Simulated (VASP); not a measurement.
# BeSn2S3 (P1) in VASP: single point with PBE

Aim: the single point of BeSn2S3 with PBE.

All numbers are computed with VASP 6.6.1; they aren't measurements. Logs are shortened: lines on timing, memory, paths and dates and some standing lists are left out, and cuts for length are marked.

### 1 The cell of the first run

The typed cell holds 6 atoms: a = 4.061 Å, b = 4.625 Å, c = 8.890 Å, α = 90.97°, β = 95.57°, γ = 98.96°.

The cell was generated, and may not be a known phase.

### 2 Single point, PBE

File INCAR:

```
PREC = Accurate ; ENCUT = 600
EDIFF = 1E-6 ; ISMEAR = 0
SIGMA = 0.1 ; LREAL = F
LASPH = T ; NELM = 120
ALGO = Normal ; ISIF = 2
LWAVE = F ; LCHARG = T
GGA = PE ; LELF = T
LVHAR = T ; NBANDS = 33
GGA_COMPAT = F
```

File KPOINTS:

```
Automatic mesh
0
Gamma
  4 4 2
```

File POSCAR:

```
BeSn2S3
1.0
    4.0609084158      0.0000000000      0.0000000000
   -0.7205674422      4.5681299529      0.0000000000
   -0.8625434100     -0.2876834381      8.8435843436
Be Sn S
1 2 3
Direct
    0.0176529336      0.4814124765      0.0286328181
    0.3082521344      0.0119638075      0.7956126408
    0.7027875697      0.0237399578      0.3295436691
    0.4433917823      0.5172523347      0.1576956730
    0.8787760363      0.4023529463      0.8080506799
    0.2405326937      0.8943378972      0.5101056891
```

Potentials or basis: VASP PAW PBE potentials, release 64 (Be, Sn_d, S).

On the command line:

```
$ cat potpaw_PBE.64/Be/POTCAR potpaw_PBE.64/Sn_d/POTCAR potpaw_PBE.64/S/POTCAR > POTCAR
$ mpirun -np 1 vasp_std > vasp.out
```

OUTCAR:

```text
PREC = Accurate
   ENCUT = 600
   EDIFF = 1E-6
   ISMEAR = 0
   LREAL = F
   LASPH = T
   NELM = 120
   ISIF = 2
   GGA = PE

 ion  position               nearest neighbor table
   1  0.018  0.481  0.029-   4 1.96   5 2.00
   2  0.308  0.012  0.796-   6 2.57   5 2.70   5 2.71   5 3.09
   3  0.703  0.024  0.330-   6 2.59   6 2.73   4 2.78   4 3.03
   4  0.443  0.517  0.158-   1 1.96   3 2.78   3 3.03
   5  0.879  0.402  0.808-   1 2.00   2 2.70   2 2.71   2 3.09
   6  0.241  0.894  0.510-   2 2.57   3 2.59   3 2.73

  LATTYP: Found a triclinic cell.
 ALAT       =    14.9639547240
 B/A-ratio  =     0.5812292620
 C/A-ratio  =     1.2477795599
 COS(alpha) =     0.0053884260
 COS(beta)  =     0.6507988039
 COS(gamma) =     0.7597386467

  Lattice vectors:

 A1 = (   7.5432253572,   9.4239433439,  -8.8435843436)
 A2 = (   7.4012493894,   4.5681299529,   0.0000000000)
 A3 = (  -3.0563890380,   5.1434968291, -17.6871686872)

Analysis of symmetry for initial positions (statically):
=====================================================================
 Subroutine PRICEL returns:
 Original cell was already a primitive cell.

 Routine SETGRP: Setting up the symmetry group for a
 triclinic supercell.

 Subroutine GETGRP returns: Found  1 space group operations
 (whereof  1 operations were pure point group operations)
 out of a pool of  2 trial point group operations.

The static configuration has the point symmetry C_1 .

Analysis of symmetry for dynamics (positions and initial velocities):
=====================================================================
 Subroutine PRICEL returns:
 Original cell was already a primitive cell.

 Routine SETGRP: Setting up the symmetry group for a
 triclinic supercell.

 Subroutine GETGRP returns: Found  1 space group operations
 (whereof  1 operations were pure point group operations)
 out of a pool of  2 trial point group operations.

The dynamic configuration has the point symmetry C_1 .

 Subroutine INISYM returns: Found  1 space group operations
 (whereof  1 operations are pure point group operations),
 and found     1 'primitive' translations

----------------------------------------------------------------------------------------

                                     Primitive cell

  volume of cell :     164.0552

[... 90 lines left out ...]
   NELM   =    120;   NELMIN=  2; NELMDL= -5     # of ELM steps
   EDIFF  = 0.1E-05   stopping-criterion for ELM
   LREAL  =      F    real-space projection
   EDIFFG = 0.1E-04   stopping-criterion for IOM
   NSW    =      0    number of steps for IOM
   IBRION =     -1    ionic relax: 0-MD 1-quasi-New 2-CG
   NFREE  =      0    steps in history (QN), initial steepest desc. (CG)
   ISIF   =      2    stress and relaxation
   ISYM   =      2    0-nonsym 1-usesym 2-fastsym
   POTIM  = 0.5000    time-step for ionic-motion
   TEBEG  =    0.0;   TEEND  =   0.0 temperature during run
   PSTRESS=    0.0 pullay stress
   NELECT =      48.0000    total number of electrons
   NUPDOWN=      -1.0000    fix difference up-down
   EMIN   =  10.00;   EMAX   =-10.00  energy-range for DOS
   EFERMI =   0.00;   METHOD = LEGACY
   ISMEAR =     0;   SIGMA  =   0.10  broadening in eV -4-tet -1-fermi 0-gaus
   EFERMI_NEDOS =   21; number of points for ismear=-14 and -15
   IALGO  =     38    algorithm
   IMIX   =      4    mixing-type and parameters
     AMIX     =   0.40;   BMIX     =  1.00
     AMIX_MAG =   1.60;   BMIX_MAG =  1.00
  volume/ion in A,a.u.               =      27.34       184.52
  Fermi-wavevector in a.u.,A,eV,Ry     =   1.086822  2.053797 16.070970  1.181183
  Thomas-Fermi vector in A             =   2.222968
   LORBIT       =      0    0 simple, 1 ext, 2 COOP (PROOUT), +10 PAW based schemes
   GGA     = PE    functional components
   LHFCALC =     F    Hartree Fock is set to
   AEXX    =    0.0000 exact exchange contribution
   IVDW    =     0    specifies the selected vdW correction
   LEPSILON=     F    determine dielectric tensor
   LRPA    =     F    only Hartree local field effects (RPA)
 non-spin polarized calculation
 Gauss-broadening in eV      SIGMA  =   0.10
  energy-cutoff  :      600.00
  volume of cell :      164.06
 maximum number of plane-waves:      5504
   NGX = 17   NGY = 19   NGZ = 35

 number of electron      48.0000007 magnetization

 Free energy of the ion-electron system (eV)
  ---------------------------------------------------
  ext. energy  EPLUGINS =         0.00000000
  ---------------------------------------------------
  free energy    TOTEN  =       -25.87934752 eV

  energy without entropy =      -25.87934752  energy(sigma->0) =      -25.87934752

 E-fermi :   4.1943     XC(G=0):  -8.4424

 val. band max:        3.7350956518   @ k =   0.0000   0.5000  -0.0000
 cond. band min:       4.6189437171   @ k =   0.0000   0.0000   0.5000
 fundamental gap:      0.8838480653
 Fermi energy:         4.1943345195

 k-point     1 :       0.0000    0.0000    0.0000
  band No.  band energies     occupation
      1     -17.8835      2.00000
      2     -17.8554      2.00000
      3     -17.8187      2.00000
      4     -17.7985      2.00000
      5     -17.7923      2.00000
      6     -17.7385      2.00000
[... 709 lines left out ...]
     32       9.1899      0.00000
     33       9.7032      0.00000

------------------------ aborting loop because EDIFF is reached ----------------------------------------

  FORCE on cell =-STRESS in cart. coord.  units (eV):
  Direction    XX          YY          ZZ          XY          YZ          ZX
  --------------------------------------------------------------------------------------
  -------------------------------------------------------------------------------------
  Total       -2.0889961      1.5928934     -0.7465354      0.1579599     -0.9510733      0.2911134
  in kB      -20.4013188     15.5563362     -7.2907303      1.5426504     -9.2882649      2.8430390
  external PRESSURE =      -4.0452376 kB  Pullay stress =       0.0000000 kB

 VOLUME and BASIS-vectors are now :
 -----------------------------------------------------------------------------
  energy-cutoff  :      600.00
  volume of cell :      164.06
      direct lattice vectors                 reciprocal lattice vectors
     4.060908416  0.000000000  0.000000000     0.246250321  0.038843020  0.025281162
    -0.720567442  4.568129953  0.000000000     0.000000000  0.218907958  0.007121116
    -0.862543410 -0.287683438  8.843584344     0.000000000  0.000000000  0.113076323

 POSITION                                       TOTAL-FORCE (eV/Angst)
 -----------------------------------------------------------------------------------
     -0.29990      2.19092      0.25322        -0.491424      0.031277     -0.108949
      0.55691     -0.17423      7.03607         0.030072     -0.067850      0.135415
      2.55260      0.01364      2.91435        -0.016880      0.005063      0.106677
      1.29184      2.31751      1.39459         0.339232      0.053738     -0.324893
      2.58173      1.60554      7.14606         0.126979      0.062037      0.247208
     -0.10764      3.93870      4.51116         0.012021     -0.084265     -0.055457
 -----------------------------------------------------------------------------------
    total drift:                               -0.000146      0.000019      0.000099

  FREE ENERGIE OF THE ION-ELECTRON SYSTEM (eV)
  ---------------------------------------------------
  free  energy   TOTEN  =       -25.8793475225 eV

  energy  without entropy=      -25.8793475225  energy(sigma->0) =      -25.87934752
```

Wall time 100 s (1 thread of Intel Xeon Platinum 8259CL at 2.50GHz (Skylake/Cascade Lake), shared host); peak memory 0.35 GiB.

What came out:

```yaml
Free_energy: -25.8793 eV
Pressure: -0.4 GPa
Largest_force: 0.504 eV/Å
Band_gap_on_the_k_mesh: 0.88 eV (least direct gap 1.17 eV)
```

Forces in eV/Å, atoms in the order of the input:
```
Be  -0.491  0.031 -0.109
Sn   0.030 -0.068  0.135
Sn  -0.017  0.005  0.107
S    0.339  0.054 -0.325
S    0.127  0.062  0.247
S    0.012 -0.084 -0.055
```

Stress tensor (GPa, compression positive):
```
-2.04  0.15  0.28
 0.15  1.56 -0.93
 0.28 -0.93 -0.73
```

Caveat: spin-orbit coupling is left out, which moves the levels of the heavy elements.
